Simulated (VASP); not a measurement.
# Ge8Se in VASP: single point with PBEsol

Aim: the single point of Ge8Se with PBEsol.

Program: VASP 6.6.1. These are calculated values, not measurements. Logs are shortened: lines on timing, memory, paths and dates and some standing lists are left out, and cuts for length are marked.

## Step 1: The cell of the first run

The cell holds a slab with vacuum, 9 atoms: a = 4.013 Å, b = 5.676 Å, c = 25.020 Å, α = 90.00°, β = 90.00°, γ = 90.00°.

## Step 2: Single point, PBEsol

INCAR reads:

```
SYSTEM = Ge8Se
  PREC = Accurate
  ENCUT = 520
  EDIFF = 1E-6
  ISMEAR = 0
  SIGMA = 0.1
  LREAL = .FALSE.
  LASPH = .TRUE.
  NELM = 80
  ALGO = Normal
  ISIF = 2
  LWAVE = .FALSE.
  LCHARG = .FALSE.
  LDIPOL = .TRUE.
  IDIPOL = 3
  DIPOL = 0.5 0.5 0.483
  GGA = PS
  NBANDS = 69
```

KPOINTS reads:

```
Automatic mesh
0
G
  7 5 1
  0 0 0
```

POSCAR reads:

```
Ge8Se
1.0
    4.0133694130      0.0000000000      0.0000000000
    0.0000000000      5.6757614546      0.0000000000
    0.0000000000      0.0000000000     25.0200541195
Ge Se
8 1
Direct
    0.5000000000      0.0000000000      0.3397274826
    0.0000000000      0.2500000000      0.3397274826
    0.0000000000      0.5000000000      0.4199305348
    0.5000000000      0.7500000000      0.4199305348
    0.5000000000     -0.0021191681      0.5015184168
    0.0000000000      0.2524555526      0.5008930427
    0.0000000000      0.4567135153      0.5901261347
    0.5000000000      0.8134202248      0.5943042034
    0.0000000000      0.0741038495      0.6379600892
```

Potentials or basis: VASP PAW PBE potentials, release 64 (Ge_d, Se).

On the command line:

```sh
$ cat potpaw_PBE.64/Ge_d/POTCAR potpaw_PBE.64/Se/POTCAR > POTCAR
$ mpirun -np 1 vasp_std > vasp.out
```

OUTCAR:

```text
SYSTEM = Ge8Se
   PREC = Accurate
   ENCUT = 520
   EDIFF = 1E-6
   ISMEAR = 0
   LREAL = .FALSE.
   LASPH = .TRUE.
   NELM = 80
   ISIF = 2
   GGA = PS

 ion  position               nearest neighbor table
   1  0.500  0.000  0.340-   2 2.46   2 2.46   4 2.46
   2  0.000  0.250  0.340-   1 2.46   1 2.46   3 2.46
   3  0.000  0.500  0.420-   4 2.46   4 2.46   2 2.46   6 2.47
   4  0.500  0.750  0.420-   3 2.46   3 2.46   1 2.46   5 2.48
   5  0.500  0.998  0.502-   6 2.47   6 2.47   4 2.48   8 2.55
   6  0.000  0.252  0.501-   3 2.47   5 2.47   5 2.47   7 2.52
   7  0.000  0.457  0.590-   9 2.48   6 2.52   8 2.85   8 2.85
   8  0.500  0.813  0.594-   5 2.55   9 2.72   9 2.72   7 2.85   7 2.85
   9  0.000  0.074  0.638-   7 2.48   8 2.72   8 2.72

  LATTYP: Found a simple orthorhombic cell.
 ALAT       =     4.0133694130
 B/A-ratio  =     1.4142135624
 C/A-ratio  =     6.2341767091

  Lattice vectors:

 A1 = (   4.0133694130,   0.0000000000,   0.0000000000)
 A2 = (   0.0000000000,   5.6757614546,   0.0000000000)
 A3 = (   0.0000000000,   0.0000000000,  25.0200541195)

Analysis of symmetry for initial positions (statically):
=====================================================================
 Subroutine PRICEL returns:
 Original cell was already a primitive cell.

 Routine SETGRP: Setting up the symmetry group for a
 simple orthorhombic supercell.

 Subroutine GETGRP returns: Found  2 space group operations
 (whereof  2 operations were pure point group operations)
 out of a pool of  8 trial point group operations.

The static configuration has the point symmetry C_1h.

Analysis of symmetry for dynamics (positions and initial velocities):
=====================================================================
 Subroutine PRICEL returns:
 Original cell was already a primitive cell.

 Routine SETGRP: Setting up the symmetry group for a
 simple orthorhombic supercell.

 Subroutine GETGRP returns: Found  2 space group operations
 (whereof  2 operations were pure point group operations)
 out of a pool of  8 trial point group operations.

The dynamic configuration has the point symmetry C_1h.

 Subroutine INISYM returns: Found  2 space group operations
 (whereof  2 operations are pure point group operations),
 and found     1 'primitive' translations

----------------------------------------------------------------------------------------

                                     Primitive cell

  volume of cell :     569.9300

  direct lattice vectors                    reciprocal lattice vectors
[... 105 lines left out ...]
   IALGO  =     38    algorithm
   IMIX   =      4    mixing-type and parameters
     AMIX     =   0.40;   BMIX     =  1.00
     AMIX_MAG =   1.60;   BMIX_MAG =  1.00
  volume/ion in A,a.u.               =      63.33       427.34
  Fermi-wavevector in a.u.,A,eV,Ry     =   0.968490  1.830180 12.761887  0.937972
  Thomas-Fermi vector in A             =   2.098463
   LORBIT       =      0    0 simple, 1 ext, 2 COOP (PROOUT), +10 PAW based schemes
   GGA     = PS    functional components
   LHFCALC =     F    Hartree Fock is set to
   AEXX    =    0.0000 exact exchange contribution
   IVDW    =     0    specifies the selected vdW correction
   LEPSILON=     F    determine dielectric tensor
   LRPA    =     F    only Hartree local field effects (RPA)
 non-spin polarized calculation
 Gauss-broadening in eV      SIGMA  =   0.10
  energy-cutoff  :      520.00
  volume of cell :      569.93
 maximum number of plane-waves:     15403
 NGX is ok and might be reduce to    30
   NGX = 15   NGY = 21   NGZ = 93

 dipolmoment           0.000000      0.000000     -0.003249 electrons x Angstroem

 number of electron     117.9999845 magnetization

 dipolmoment           0.000000      0.000000      0.014903 electrons x Angstroem

 Free energy of the ion-electron system (eV)
  ---------------------------------------------------
  ext. energy  EPLUGINS =         0.00000000
  ---------------------------------------------------
  free energy    TOTEN  =       -40.67019721 eV

  energy without entropy =      -40.62845903  energy(sigma->0) =      -40.64932812

 E-fermi :  -1.5085     XC(G=0):  -4.2763

 val. band max:       -1.5152698280   @ k =   0.1429   0.0000   0.0000
 cond. band min:      -1.4946885036   @ k =   0.0000   0.0000   0.0000
 fundamental gap:      0.0205813244
 Fermi energy:        -1.5085481255

 k-point     1 :       0.0000    0.0000    0.0000
  band No.  band energies     occupation
      1     -26.2362      2.00000
      2     -26.2209      2.00000
      3     -26.1832      2.00000
      4     -26.1772      2.00000
      5     -26.1649      2.00000
      6     -26.1106      2.00000
[... 853 lines left out ...]
     68       2.6853      0.00000
     69       3.0131      0.00000

------------------------ aborting loop because EDIFF is reached ----------------------------------------

 vacuum level on the upper side and lower side of the slab       (xc-potential included)        -0.085        -0.192

  FORCE on cell =-STRESS in cart. coord.  units (eV):
  Direction    XX          YY          ZZ          XY          YZ          ZX
  --------------------------------------------------------------------------------------
  -------------------------------------------------------------------------------------
  Total       -3.9079759     -4.7602471      0.1017072      0.0000000      0.0343096      0.0000000
  in kB      -10.9860341    -13.3819242      0.2859174      0.0000000      0.0964507      0.0000000
  external PRESSURE =      -8.0273470 kB  Pullay stress =       0.0000000 kB

 VOLUME and BASIS-vectors are now :
 -----------------------------------------------------------------------------
  energy-cutoff  :      520.00
  volume of cell :      569.93
      direct lattice vectors                 reciprocal lattice vectors
     4.013369413  0.000000000  0.000000000     0.249167195  0.000000000  0.000000000
     0.000000000  5.675761455  0.000000000     0.000000000  0.176187813  0.000000000
     0.000000000  0.000000000 25.020054119     0.000000000  0.000000000  0.039967939

 POSITION                                       TOTAL-FORCE (eV/Angst)
 -----------------------------------------------------------------------------------
      2.00668      0.00000      8.50000         0.000000      0.261102     -0.107496
      0.00000      1.41894      8.50000         0.000000     -0.279662      0.036505
      0.00000      2.83788     10.50668         0.000000     -0.134237     -0.053970
      2.00668      4.25682     10.50668         0.000000      0.152983      0.119863
      2.00668      5.66373     12.54802         0.000000      0.000083      0.008290
      0.00000      1.43288     12.53237         0.000000     -0.005304     -0.006789
      0.00000      2.59220     14.76499         0.000000      0.014523      0.002174
      2.00668      4.61678     14.86952         0.000000     -0.004843     -0.002702
      0.00000      0.42060     15.96180         0.000000     -0.004645      0.004124
 -----------------------------------------------------------------------------------
    total drift:                                0.000000      0.002954     -0.007360

  FREE ENERGIE OF THE ION-ELECTRON SYSTEM (eV)
  ---------------------------------------------------
  free  energy   TOTEN  =       -40.6701972136 eV

  energy  without entropy=      -40.6284590339  energy(sigma->0) =      -40.64932812

 vacuum level on the upper side and lower side of the slab         3.295         3.187
```

OSZICAR:

```text
N       E                     dE             d eps       ncg     rms          rms(c)
DAV:   1     0.125736840576E+04    0.12574E+04   -0.59609E+04  2163   0.287E+03
DAV:   2     0.189861035255E+03   -0.10675E+04   -0.10415E+04  1968   0.750E+02
DAV:   3    -0.230455752368E+02   -0.21291E+03   -0.20992E+03  2220   0.226E+02
[... 20 lines left out ...]
DAV:  24    -0.406701844938E+02   -0.55372E-05   -0.33965E-07  1134   0.877E-03    0.498E-04
DAV:  25    -0.406701899880E+02   -0.54942E-05   -0.33330E-07  1180   0.665E-03    0.311E-04
DAV:  26    -0.406701932275E+02   -0.32395E-05   -0.17773E-07  1121   0.301E-03    0.217E-04
DAV:  27    -0.406701951420E+02   -0.19145E-05   -0.74922E-08  1087   0.453E-03    0.133E-04
DAV:  28    -0.406701968573E+02   -0.17154E-05   -0.88834E-08  1109   0.164E-03    0.136E-04
DAV:  29    -0.406701972136E+02   -0.35630E-06   -0.22681E-08   997   0.218E-03
   1 F= -.40670197E+02 E0= -.40649328E+02  d E =-.417382E-01
```

stdout:

```text
POSCAR found type information on POSCAR GeSe
 POSCAR found :  2 types and       9 ions
 scaLAPACK will be used
 -----------------------------------------------------------------------------
|                                                                             |
|                                                                             |
|     You enforced a specific xc type in the INCAR file but a different       |
|     I HOPE YOU KNOW WHAT YOU ARE DOING!                                     |
|                                                                             |
 -----------------------------------------------------------------------------

 LDA part: xc-table for (Slater+PW92), standard interpolation
 POSCAR, INCAR and KPOINTS ok, starting setup
 FFT: planning ... GRIDC
 FFT: planning ... GRID_SOFT
 FFT: planning ... GRID
 WAVECAR not read
 entering main loop
```

Wall time 12 min (1 thread of AMD EPYC 7R13 (Zen 3), shared host); peak memory 0.69 GiB.

Results:

```
Free energy            : -40.6702 eV
Largest force          : 0.282 eV/Å
Band gap on the k mesh : zero (bands 59 and 60 overlap by 0.42 eV)
```

Forces on the atoms (eV/Å):
```
Ge   0.000  0.261 -0.107
Ge   0.000 -0.280  0.037
Ge   0.000 -0.134 -0.054
Ge   0.000  0.153  0.120
Ge   0.000  0.000  0.008
Ge   0.000 -0.005 -0.007
Ge   0.000  0.015  0.002
Ge   0.000 -0.005 -0.003
Se   0.000 -0.005  0.004
```

Caveat: the PAW data sets were made with another functional, which shifts forces and pressure a little.

The gap in the log of VASP goes by the Fermi energy; the results here count the filled bands.